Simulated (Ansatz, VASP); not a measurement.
**ZnFe2 in VASP and in Ansatz**

```
CELL_PARAMETERS angstrom
0.00000 3.36493 3.36493
3.36493 0.00000 3.36493
3.36493 3.36493 0.00000
ATOMIC_POSITIONS crystal
Zn 0.50000 0.50000 0.50000
Zn 0.75000 0.75000 0.75000
Fe 0.12500 0.12500 0.12500
Fe 0.62500 0.12500 0.12500
Fe 0.12500 0.12500 0.62500
Fe 0.12500 0.62500 0.12500
```

Alike in both runs: functional PBE; k mesh 10 × 10 × 10; occupations gaussian, width 0.1 eV; collinear spin.

Ansatz relaxed the structure, and its values are those at the end. VASP's run is a single point on that final structure, the one shown.

|  | VASP | Ansatz |
| --- | --- | --- |
| version | VASP 6.6.1 | Ansatz 0.2.0 |
| potentials or method | VASP PAW PBE potentials, release 64 (Zn, Fe), cutoff 600 eV | scalar-relativistic, plane waves, PAW |
| valence electrons in the cell | 56 | 88 |

|  | VASP | Ansatz | Ansatz less VASP |
| --- | --- | --- | --- |
| gap on the k mesh at the Fermi level (eV) | none | none | - |
| pressure (GPa) | 0.0 | 0.0 | +0.04 |
| net moment per atom (μB) | 1.32 | 1.31 | -0.009 |
| size of the moment on the site where the two differ most (μB) | 0.08 | 0.08 | +0.007 |

Site moments also hang on the region over which each program counts them. A gap of «none» marks a metal or a gap that the smearing closes. VASP's potentials hold 56 valence electrons a cell and Ansatz's 88, so a difference there can come from the potentials and not from the codes.
